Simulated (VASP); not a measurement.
# In2Sb (P6_3/mmc) in VASP: a series of runs

The runs below take In2Sb through single point, with r2SCAN.

All numbers are computed with VASP 6.6.1; they aren't measurements. Logs are shortened: lines on timing, memory, paths and dates and some standing lists are left out, and cuts for length are marked.

## 1. The cell of the first run

Symmetry: P6_3/mmc, No. 194, hexagonal system. Conventional cell: a = 5.199 Å, b = 5.199 Å, c = 6.157 Å, α = 90.00°, β = 90.00°, γ = 120.00°. Within 4.0 Å of In (site symmetry -6m2) lie 5 Sb at 3.00 to 3.08 Å and 6 In at 3.37 Å. In (site symmetry -3m) has 8 In at 3.08 to 3.37 Å and 6 Sb at 3.37 Å within 4.1 Å. Within 4.0 Å of Sb (site symmetry -6m2) lie 11 In at 3.00 to 3.37 Å.

## 2. Single point, r2SCAN (24.02 Å³/atom)

Contents of POSCAR:

```
In2Sb
1.0
    5.1986761528      0.0000000000      0.0000000000
   -2.5993380764      4.5021856144      0.0000000000
    0.0000000000      0.0000000000      6.1566896093
In Sb
4 2
Direct
    0.6666666667      0.3333333333      0.2500000000
    0.3333333333      0.6666666667      0.7500000000
    0.0000000000      0.0000000000      0.5000000000
    0.0000000000      0.0000000000      0.0000000000
    0.6666666667      0.3333333333      0.7500000000
    0.3333333333      0.6666666667      0.2500000000
```

Contents of INCAR.step1:

```
PREC     = Accurate       # precision mode
ENCUT    = 520            # plane-wave cutoff, eV
ISMEAR   = 0              # smearing method
SIGMA    = 0.1            # smearing width, eV
LREAL    = False          # projectors in reciprocal space
LASPH    = True           # aspherical terms in the spheres
NELM     = 80             # most SCF steps
NBANDS   = 40             # bands
GGA      = PE             # functional
ALGO     = Normal         # electronic algorithm
EDIFF    = 1E-4           # SCF threshold, eV
LWAVE    = True           # write WAVECAR
LCHARG   = False          # write CHGCAR
```

Contents of INCAR.step2:

```
PREC     = Accurate       # precision mode
ENCUT    = 520            # plane-wave cutoff, eV
EDIFF    = 1E-6           # SCF threshold, eV
ISMEAR   = 0              # smearing method
SIGMA    = 0.1            # smearing width, eV
LREAL    = False          # projectors in reciprocal space
LASPH    = True           # aspherical terms in the spheres
NELM     = 80             # most SCF steps
ALGO     = Normal         # electronic algorithm
ISIF     = 2              # what is computed and relaxed
LWAVE    = False          # write WAVECAR
LCHARG   = False          # write CHGCAR
METAGGA  = R2SCAN         # meta-GGA
LMIXTAU  = True         
NBANDS   = 40             # bands
ISTART   = 1
```

Contents of KPOINTS:

```
Automatic mesh
0
Gamma
  12 12 6
```

Potentials or basis: VASP PAW PBE potentials, release 64 (In_d, Sb).

The run is started by

```bash
cat potpaw_PBE.64/In_d/POTCAR potpaw_PBE.64/Sb/POTCAR > POTCAR
cp INCAR.step1 INCAR
mpirun -np 1 vasp_std > vasp.out
cp INCAR.step2 INCAR
mpirun -np 1 vasp_std > vasp.out
```

OUTCAR:

```text
PREC = Accurate
   ENCUT = 520
   EDIFF = 1E-6
   ISMEAR = 0
   LREAL = False
   LASPH = True
   NELM = 80
   ISIF = 2
   METAGGA = R2SCAN
   ISTART = 1

 ion  position               nearest neighbor table
   1  0.667  0.333  0.250-   6 3.00   6 3.00   6 3.00   5 3.08   5 3.08   3 3.37   4 3.37   3 3.37
                             4 3.37   3 3.37   4 3.37
   2  0.333  0.667  0.750-   5 3.00   5 3.00   5 3.00   6 3.08   6 3.08   3 3.37   4 3.37   4 3.37
                             3 3.37   4 3.37   3 3.37
   3  0.000  0.000  0.500-   4 3.08   4 3.08   1 3.37   5 3.37   6 3.37   2 3.37   1 3.37   5 3.37
                             2 3.37   6 3.37   1 3.37   5 3.37   2 3.37   6 3.37
   4  0.000  0.000  0.000-   3 3.08   3 3.08   1 3.37   5 3.37   6 3.37   2 3.37   1 3.37   5 3.37
                             2 3.37   6 3.37   1 3.37   5 3.37   2 3.37   6 3.37
   5  0.667  0.333  0.750-   2 3.00   2 3.00   2 3.00   1 3.08   1 3.08   3 3.37   4 3.37   3 3.37
                             4 3.37   3 3.37   4 3.37
   6  0.333  0.667  0.250-   1 3.00   1 3.00   1 3.00   2 3.08   2 3.08   3 3.37   4 3.37   4 3.37
                             3 3.37   4 3.37   3 3.37

  LATTYP: Found a hexagonal cell.
 ALAT       =     5.1986761528
 C/A-ratio  =     1.1842802722

  Lattice vectors:

 A1 = (   5.1986761528,   0.0000000000,   0.0000000000)
 A2 = (  -2.5993380764,   4.5021856144,   0.0000000000)
 A3 = (   0.0000000000,   0.0000000000,   6.1566896093)

Analysis of symmetry for initial positions (statically):
=====================================================================
 Subroutine PRICEL returns:
 Original cell was already a primitive cell.

 Routine SETGRP: Setting up the symmetry group for a
 hexagonal supercell.

 Subroutine GETGRP returns: Found 24 space group operations
 (whereof 12 operations were pure point group operations)
 out of a pool of 24 trial point group operations.

The static configuration has the point symmetry D_3d.
 The point group associated with its full space group is D_6h.

Analysis of symmetry for dynamics (positions and initial velocities):
=====================================================================
 Subroutine PRICEL returns:
 Original cell was already a primitive cell.

 Routine SETGRP: Setting up the symmetry group for a
 hexagonal supercell.

 Subroutine GETGRP returns: Found 24 space group operations
 (whereof 12 operations were pure point group operations)
 out of a pool of 24 trial point group operations.

The dynamic configuration has the point symmetry D_3d.
 The point group associated with its full space group is D_6h.

 Subroutine INISYM returns: Found 24 space group operations
[... 111 lines left out ...]
   ISIF   =      2    stress and relaxation
   ISYM   =      2    0-nonsym 1-usesym 2-fastsym
   POTIM  = 0.5000    time-step for ionic-motion
   TEBEG  =    0.0;   TEEND  =   0.0 temperature during run
   PSTRESS=    0.0 pullay stress
   NELECT =      62.0000    total number of electrons
   NUPDOWN=      -1.0000    fix difference up-down
   EMIN   =  10.00;   EMAX   =-10.00  energy-range for DOS
   EFERMI =   0.00;   METHOD = LEGACY
   ISMEAR =     0;   SIGMA  =   0.10  broadening in eV -4-tet -1-fermi 0-gaus
   EFERMI_NEDOS =   21; number of points for ismear=-14 and -15
   IALGO  =     38    algorithm
   IMIX   =      4    mixing-type and parameters
     AMIX     =   0.40;   BMIX     =  1.00
     AMIX_MAG =   1.60;   BMIX_MAG =  1.00
  volume/ion in A,a.u.               =      24.02       162.07
  Fermi-wavevector in a.u.,A,eV,Ry     =   1.235903  2.335517 20.782291  1.527455
  Thomas-Fermi vector in A             =   2.370533
   LORBIT       =      0    0 simple, 1 ext, 2 COOP (PROOUT), +10 PAW based schemes
   METAGGA = R2SCAN    functional components
   LHFCALC =     F    Hartree Fock is set to
   AEXX    =    0.0000 exact exchange contribution
   IVDW    =     0    specifies the selected vdW correction
   LEPSILON=     F    determine dielectric tensor
   LRPA    =     F    only Hartree local field effects (RPA)
 non-spin polarized calculation
 Gauss-broadening in eV      SIGMA  =   0.10
  energy-cutoff  :      520.00
  volume of cell :      144.10
 maximum number of plane-waves:      3902
 NGX is ok and might be reduce to    40
   NGX = 19   NGY = 19   NGZ = 23

 number of electron      61.9999993 magnetization

 Free energy of the ion-electron system (eV)
  ---------------------------------------------------
  ext. energy  EPLUGINS =         0.00000000
  ---------------------------------------------------
  free energy    TOTEN  =      -141.22529086 eV

  energy without entropy =     -141.21891803  energy(sigma->0) =     -141.22210445

 E-fermi :   9.0393     XC(G=0): -11.4046

 val. band max:        8.9812855388   @ k =   0.3333   0.0833   0.0000
 cond. band min:       9.0590291744   @ k =   0.0833   0.0000   0.5000
 fundamental gap:      0.0777436355
 Fermi energy:         9.0392946860

 k-point     1 :       0.0000    0.0000    0.0000
  band No.  band energies     occupation
      1      -6.6266      2.00000
      2      -6.5521      2.00000
      3      -6.5521      2.00000
      4      -6.4521      2.00000
      5      -6.4521      2.00000
      6      -6.4354      2.00000
[... 1021 lines left out ...]
     39      14.1449      0.00000
     40      14.7270      0.00000

 [... further k-points ...]

------------------------ aborting loop because EDIFF is reached ----------------------------------------

  FORCE on cell =-STRESS in cart. coord.  units (eV):
  Direction    XX          YY          ZZ          XY          YZ          ZX
  --------------------------------------------------------------------------------------
  -------------------------------------------------------------------------------------
  Total        6.9685365      6.9685365      7.0078444      0.0000000      0.0000000     -0.0000000
  in kB       77.4798443     77.4798443     77.9168904      0.0000000      0.0000000     -0.0000000
  external PRESSURE =      77.6255264 kB  Pullay stress =       0.0000000 kB

 VOLUME and BASIS-vectors are now :
 -----------------------------------------------------------------------------
  energy-cutoff  :      520.00
  volume of cell :      144.10
      direct lattice vectors                 reciprocal lattice vectors
     5.198676153  0.000000000  0.000000000     0.192356664  0.111057172  0.000000000
    -2.599338076  4.502185614  0.000000000     0.000000000  0.222114343  0.000000000
     0.000000000  0.000000000  6.156689609     0.000000000  0.000000000  0.162424950

 POSITION                                       TOTAL-FORCE (eV/Angst)
 -----------------------------------------------------------------------------------
      2.59934      1.50073      1.53917         0.000000     -0.000000      0.000000
     -0.00000      3.00146      4.61752         0.000000     -0.000000      0.000000
      0.00000      0.00000      3.07834        -0.000000      0.000000      0.000000
      0.00000      0.00000      0.00000        -0.000000      0.000000      0.000000
      2.59934      1.50073      4.61752        -0.000000      0.000000      0.000000
     -0.00000      3.00146      1.53917         0.000000     -0.000000      0.000000
 -----------------------------------------------------------------------------------
    total drift:                               -0.000000     -0.000000     -0.000000

  FREE ENERGIE OF THE ION-ELECTRON SYSTEM (eV)
  ---------------------------------------------------
  free  energy   TOTEN  =      -141.2252908603 eV

  energy  without entropy=     -141.2189180310  energy(sigma->0) =     -141.22210445
```

OUTCAR.step1:

```text
PREC = Accurate
   ENCUT = 520
   ISMEAR = 0
   LREAL = False
   LASPH = True
[... 1277 lines left out ...]
      0.00000      0.00000      3.07834         0.000000      0.000000      0.000000
      0.00000      0.00000      0.00000         0.000000      0.000000      0.000000
      2.59934      1.50073      4.61752        -0.000000      0.000000      0.000000
     -0.00000      3.00146      1.53917         0.000000     -0.000000      0.000000
 -----------------------------------------------------------------------------------
    total drift:                               -0.000000     -0.000000     -0.000000

  FREE ENERGIE OF THE ION-ELECTRON SYSTEM (eV)
  ---------------------------------------------------
  free  energy   TOTEN  =       -17.9439026467 eV

  energy  without entropy=      -17.9360494077  energy(sigma->0) =      -17.93997603
```

It took 17 min on 1 thread of AMD EPYC 9R45 (Zen 5), shared host; peak memory 0.49 GiB.

Results:

```
Free energy            : -141.2253 eV
Pressure               : 7.8 GPa
Band gap on the k mesh : zero (bands 31 and 32 overlap by 2.74 eV)
```

Caveat: the cell stands under pressure; the PAW data sets were made with another functional, which shifts forces and pressure a little; spin-orbit coupling is left out, which moves the levels of the heavy elements.

(Part 1 of 2 ends here.)

The gap in the log of VASP goes by the Fermi energy; the results here count the filled bands.